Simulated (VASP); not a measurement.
# CdSe (P1) in VASP: relaxation of cell and atoms with PBE

Aim: the relaxation of cell and atoms of CdSe with PBE.

Everything below comes from runs of VASP 6.6.1. Logs are shortened: lines on timing, memory, paths and dates and some standing lists are left out, and cuts for length are marked.

## Step 1: The cell of the first run

The typed cell holds 2 atoms: a = 4.382 Å, b = 4.382 Å, c = 4.382 Å, α = 60.00°, β = 60.00°, γ = 60.00°.

## Step 2: Relaxation of cell and atoms, PBE (atom 1 moved 0.45 Å)

Contents of INCAR:

```
SYSTEM = CdSe
ALGO = Normal ; EDIFF = 1E-7
EDIFFG = -0.01 ; ENCUT = 600
GGA = PE ; IBRION = 2
ISIF = 3 ; ISMEAR = 0
LASPH = .True. ; LCHARG = .False.
LREAL = .False. ; LWAVE = .False.
NELM = 100 ; NSW = 100
PREC = Accurate ; SIGMA = 0.05
```

Contents of KPOINTS:

```
k-points
0
Gamma
  8 8 8
  0 0 0
```

Contents of POSCAR:

```
CdSe
1.0
    0.0000000000      3.0984146730      3.0984146730
    3.0984146730      0.0000000000      3.0984146730
    3.0984146730      3.0984146730      0.0000000000
Cd Se
1 1
Direct
   -0.0495013504      0.0128120847      0.0498546145
    0.7995013504      0.7371879153      0.7001453855
```

Potentials or basis: VASP PAW PBE potentials, release 64 (Cd, Se).

Run with:

```sh
> cat potpaw_PBE.64/Cd/POTCAR potpaw_PBE.64/Se/POTCAR > POTCAR
> mpirun -np 1 vasp_std > vasp.out
```

OUTCAR:

```text
SYSTEM = CdSe
   EDIFF = 1E-7
   EDIFFG = -0.01
   ENCUT = 600
   GGA = PE
   IBRION = 2
   ISIF = 3
   ISMEAR = 0
   LASPH = .True.
   LREAL = .False.
   NELM = 100
   NSW = 100
   PREC = Accurate

 ion  position               nearest neighbor table
   1  0.950  0.013  0.050-   2 2.34   2 2.63   2 2.81   2 3.05
   2  0.800  0.737  0.700-   1 2.34   1 2.63   1 2.81   1 3.05

  LATTYP: Found a face centered cubic cell.
 ALAT       =     6.1968293460

  Lattice vectors:

 A1 = (   0.0000000000,   3.0984146730,   3.0984146730)
 A2 = (   3.0984146730,   0.0000000000,   3.0984146730)
 A3 = (   3.0984146730,   3.0984146730,   0.0000000000)

Analysis of symmetry for initial positions (statically):
=====================================================================
 Subroutine PRICEL returns:
 Original cell was already a primitive cell.

 Routine SETGRP: Setting up the symmetry group for a
 face centered cubic supercell.

 Subroutine GETGRP returns: Found  1 space group operations
 (whereof  1 operations were pure point group operations)
 out of a pool of 48 trial point group operations.

The static configuration has the point symmetry C_1 .

Analysis of symmetry for dynamics (positions and initial velocities):
=====================================================================
 Subroutine PRICEL returns:
 Original cell was already a primitive cell.

 Routine SETGRP: Setting up the symmetry group for a
 face centered cubic supercell.

 Subroutine GETGRP returns: Found  1 space group operations
 (whereof  1 operations were pure point group operations)
 out of a pool of 48 trial point group operations.

The dynamic configuration has the point symmetry C_1 .

 Subroutine INISYM returns: Found  1 space group operations
 (whereof  1 operations are pure point group operations),
 and found     1 'primitive' translations

----------------------------------------------------------------------------------------

                                     Primitive cell

  volume of cell :      59.4906

  direct lattice vectors                    reciprocal lattice vectors
     0.000000000  3.098414673  3.098414673    -0.161372848  0.161372848  0.161372848
     3.098414673  0.000000000  3.098414673     0.161372848 -0.161372848  0.161372848
     3.098414673  3.098414673  0.000000000     0.161372848  0.161372848 -0.161372848

  length of vectors
     4.381820052  4.381820052  4.381820052     0.279505972  0.279505972  0.279505972

  position of ions in fractional coordinates (direct lattice)
     0.950498650  0.012812085  0.049854614
     0.799501350  0.737187915  0.700145386

  ion indices of the primitive-cell ions
   primitive index   ion index
                 1           1
                 2           2

----------------------------------------------------------------------------------------

 KPOINTS: k-points

Automatic generation of k-mesh.
 Grid dimensions read from file:
 generate k-points for:    8    8    8

 Generating k-lattice:

  Cartesian coordinates                     Fractional coordinates (reciprocal lattice)
    -0.020171606  0.020171606  0.020171606     0.125000000  0.000000000  0.000000000
     0.020171606 -0.020171606  0.020171606     0.000000000  0.125000000  0.000000000
     0.020171606  0.020171606 -0.020171606     0.000000000  0.000000000  0.125000000

  Length of vectors
     0.034938246  0.034938246  0.034938246

  Shift w.r.t. Gamma in fractional coordinates (k-lattice)
     0.000000000  0.000000000  0.000000000

 Subroutine IBZKPT returns following result:
 ===========================================

 Found    260 irreducible k-points:

 Following reciprocal coordinates:
            Coordinates               Weight
  0.000000  0.000000  0.000000      1.000000
  0.125000  0.000000  0.000000      2.000000
  0.000000  0.125000  0.000000      2.000000
  0.000000  0.000000  0.125000      2.000000
  0.125000  0.125000  0.125000      2.000000
  0.250000  0.000000  0.000000      2.000000
[... 16 lines left out ...]
  0.125000  0.000000  0.250000      2.000000
  0.125000  0.125000 -0.125000      2.000000
 [... further k-points ...]
   k-points           NKPTS =    260   k-points in BZ     NKDIM =    260   number of bands    NBANDS=     13
   number of dos      NEDOS =    301   number of ions     NIONS =      2
   total plane-waves  NPLWV =  46656
   dimension x,y,z NGX =    36 NGY =   36 NGZ =   36
   dimension x,y,z NGXF=    72 NGYF=   72 NGZF=   72
   ions per type =               1   1
   NGX,Y,Z   is equivalent  to a cutoff of  13.66, 13.66, 13.66 a.u.
   NGXF,Y,Z  is equivalent  to a cutoff of  27.32, 27.32, 27.32 a.u.
 SYSTEM =  CdSe
   PREC   = accura    normal or accurate (medium, high low for compatibility)
   ISTART =      0    job   : 0-new  1-cont  2-samecut
   ICHARG =      2    charge: 1-file 2-atom 10-const
   ISPIN  =      1    spin polarized calculation?
   LNONCOLLINEAR =      F non collinear calculations
   LSORBIT =      F    spin-orbit coupling
   LASPH  =      T    aspherical Exc in radial PAW
   ENCUT  =  600.0 eV  44.10 Ry    6.64 a.u.   8.75  8.75  8.75*2*pi/ulx,y,z
   NELM   =    100;   NELMIN=  2; NELMDL= -5     # of ELM steps
   EDIFF  = 0.1E-06   stopping-criterion for ELM
   LREAL  =      F    real-space projection
   EDIFFG = -.1E-01   stopping-criterion for IOM
   NSW    =    100    number of steps for IOM
   IBRION =      2    ionic relax: 0-MD 1-quasi-New 2-CG
   NFREE  =      1    steps in history (QN), initial steepest desc. (CG)
   ISIF   =      3    stress and relaxation
   ISYM   =      2    0-nonsym 1-usesym 2-fastsym
   POTIM  = 0.5000    time-step for ionic-motion
   TEBEG  =    0.0;   TEEND  =   0.0 temperature during run
   PSTRESS=    0.0 pullay stress
   NELECT =      18.0000    total number of electrons
   NUPDOWN=      -1.0000    fix difference up-down
   EMIN   =  10.00;   EMAX   =-10.00  energy-range for DOS
   EFERMI =   0.00;   METHOD = LEGACY
   ISMEAR =     0;   SIGMA  =   0.05  broadening in eV -4-tet -1-fermi 0-gaus
   EFERMI_NEDOS =   21; number of points for ismear=-14 and -15
   IALGO  =     38    algorithm
   IMIX   =      4    mixing-type and parameters
     AMIX     =   0.40;   BMIX     =  1.00
     AMIX_MAG =   1.60;   BMIX_MAG =  1.00
  volume/ion in A,a.u.               =      29.75       200.73
  Fermi-wavevector in a.u.,A,eV,Ry     =   1.099047  2.076897 16.434525  1.207904
  Thomas-Fermi vector in A             =   2.235435
   LORBIT       =      0    0 simple, 1 ext, 2 COOP (PROOUT), +10 PAW based schemes
   GGA     = PE    functional components
   LHFCALC =     F    Hartree Fock is set to
   AEXX    =    0.0000 exact exchange contribution
   IVDW    =     0    specifies the selected vdW correction
   LEPSILON=     F    determine dielectric tensor
   LRPA    =     F    only Hartree local field effects (RPA)
 conjugate gradient relaxation of ions
 non-spin polarized calculation
 Gauss-broadening in eV      SIGMA  =   0.05
  energy-cutoff  :      600.00
  volume of cell :       59.49
 maximum number of plane-waves:      2012
   NGX = 17   NGY = 17   NGZ = 17

--------------------------------------- Ionic step        1  -------------------------------------------

 number of electron      18.0000000 magnetization

 Free energy of the ion-electron system (eV)
  ---------------------------------------------------
  ext. energy  EPLUGINS =         0.00000000
  ---------------------------------------------------
  free energy    TOTEN  =        -5.02855461 eV

  energy without entropy =       -5.02855461  energy(sigma->0) =       -5.02855461

------------------------ aborting loop because EDIFF is reached ----------------------------------------

  FORCE on cell =-STRESS in cart. coord.  units (eV):
  Direction    XX          YY          ZZ          XY          YZ          ZX
  --------------------------------------------------------------------------------------
  -------------------------------------------------------------------------------------
  Total        0.7693766      2.0866871      1.4503175      1.7086718     -2.4855624     -1.3570921
  in kB       20.7205336     56.1977964     39.0593536     46.0172457    -66.9401442    -36.5486443
  external PRESSURE =      38.6592279 kB  Pullay stress =       0.0000000 kB
[... 89 lines left out ...]
  FREE ENERGIE OF THE ION-ELECTRON SYSTEM (eV)
  ---------------------------------------------------
  free  energy   TOTEN  =        -5.3460767413 eV

  energy  without entropy=       -5.3460250351  energy(sigma->0) =       -5.34605089

[... ionic steps 4 to 16 ...]

--------------------------------------- Ionic step       17  -------------------------------------------

 number of electron      18.0000000 magnetization

------------------------ aborting loop because EDIFF is reached ----------------------------------------

  FORCE on cell =-STRESS in cart. coord.  units (eV):
  Direction    XX          YY          ZZ          XY          YZ          ZX
  --------------------------------------------------------------------------------------
  -------------------------------------------------------------------------------------
  Total        0.0093454     -0.0080904     -0.0073864     -0.0114788     -0.0171730     -0.0116140
  in kB        0.2506109     -0.2169566     -0.1980777     -0.3078206     -0.4605207     -0.3114474
  external PRESSURE =      -0.0548078 kB  Pullay stress =       0.0000000 kB
[... 57 lines left out ...]
  energy  without entropy=       -5.4991162344  energy(sigma->0) =       -5.49911623

--------------------------------------- Ionic step       19  -------------------------------------------

 number of electron      18.0000000 magnetization

 Free energy of the ion-electron system (eV)
  ---------------------------------------------------
  ext. energy  EPLUGINS =         0.00000000
  ---------------------------------------------------
  free energy    TOTEN  =        -5.49916184 eV

  energy without entropy =       -5.49916184  energy(sigma->0) =       -5.49916184

 E-fermi :   0.7396     XC(G=0):  -8.6155

 val. band max:        0.4875743579   @ k =   0.0000   0.0000   0.0000
 cond. band min:       0.9683702469   @ k =   0.0000   0.0000   0.0000
 fundamental gap:      0.4807958890
 Fermi energy:         0.7396447763

 k-point     1 :       0.0000    0.0000    0.0000
  band No.  band energies     occupation
      1     -11.7912      2.00000
      2      -7.2687      2.00000
      3      -7.2680      2.00000
      4      -7.2669      2.00000
      5      -6.9546      2.00000
      6      -6.9544      2.00000
      7       0.4812      2.00000
      8       0.4834      2.00000
      9       0.4876      2.00000
     10       0.9684      0.00000
     11       6.4087      0.00000
     12       6.4100      0.00000
     13       6.4152      0.00000
[... 353 lines left out ...]
 k-point    24 :       0.1250    0.1250   -0.1250
  band No.  band energies     occupation
      1     -11.6384      2.00000
      2      -7.2181      2.00000
      3      -7.2053      2.00000
      4      -7.1217      2.00000
      5      -6.9644      2.00000
      6      -6.9405      2.00000
      7      -1.7225      2.00000
      8      -0.1012      2.00000
      9      -0.0729      2.00000
     10       3.0547      0.00000
     11       5.5165      0.00000
     12       7.1269      0.00000
     13       7.2993      0.00000

 [... further k-points ...]
[... 5 lines left out ...]
  --------------------------------------------------------------------------------------
  -------------------------------------------------------------------------------------
  Total        0.0084365      0.0004878      0.0004993      0.0042529     -0.0035801      0.0035078
  in kB        0.2263073      0.0130858      0.0133929      0.1140814     -0.0960338      0.0940963
  external PRESSURE =       0.0842620 kB  Pullay stress =       0.0000000 kB
[... 17 lines left out ...]
  FREE ENERGIE OF THE ION-ELECTRON SYSTEM (eV)
  ---------------------------------------------------
  free  energy   TOTEN  =        -5.4991618429 eV

  energy  without entropy=       -5.4991618429  energy(sigma->0) =       -5.49916184

 reached required accuracy - stopping structural energy minimisation
```

Wall time 32 min (1 thread of Intel Xeon Platinum 8259CL at 2.50GHz (Skylake/Cascade Lake), shared host); peak memory 0.45 GiB.

Results:

```
Free energy                            : -5.4992 eV
Relaxed volume                         : 29.86 Å³/atom
Relaxed cell                           : a = 4.391 Å, b = 4.388 Å, c = 4.386 Å, α = 60.02°, β = 59.95°, γ = 59.97°
Space group after relaxing (to 0.05 Å) : F-43m (No. 216)
Energy gained by relaxing              : 235.3 meV/atom
Ionic steps                            : 19
Pressure after relaxing                : 0.0 GPa
Largest force after relaxing           : 0.007 eV/Å
Band gap on the k mesh                 : 0.48 eV, direct
```

Forces on the atoms (eV/Å):
```
Cd   0.000  0.006  0.002
Se   0.000 -0.006 -0.002
```

Step by step:
```tsv
step	energy change (eV)	largest force (eV/Å)	pressure (GPa)	volume (Å³)
1	0.0000	2.7509	3.87	59.49
2	-0.2378	0.6189	-2.80	65.49
3	-0.3175	0.6689	-1.81	62.81
4	-0.3177	0.6757	-1.76	62.74
5	-0.3880	0.5106	-0.66	60.39
6	-0.4123	0.3390	1.01	58.13
7	-0.4387	0.1090	0.70	58.62
8	-0.4405	0.1107	0.65	58.77
9	-0.4587	0.1205	-0.36	60.14
10	-0.4603	0.1452	-0.73	60.72
11	-0.4676	0.1315	-0.06	59.82
12	-0.4678	0.1358	0.10	59.63
13	-0.4699	0.0491	0.10	59.60
14	-0.4700	0.0412	0.11	59.60
15	-0.4704	0.0077	-0.06	59.82
16	-0.4704	0.0056	-0.08	59.85
17	-0.4706	0.0104	-0.01	59.75
18	-0.4706	0.0126	0.01	59.73
19	-0.4706	0.0068	0.01	59.73
```

Final structure:
```
Cd Se
1.0
    -0.00206    3.10392    3.10538
     3.10150    0.00324    3.10391
     3.09616    3.10705    0.00157
Cd Se
1 1
Direct
  0.99985 0.00009 0.99979
  0.75015 0.74991 0.75021
```

Caveat: the cell differs from its parent crystal (atom 1 moved 0.45 Å).
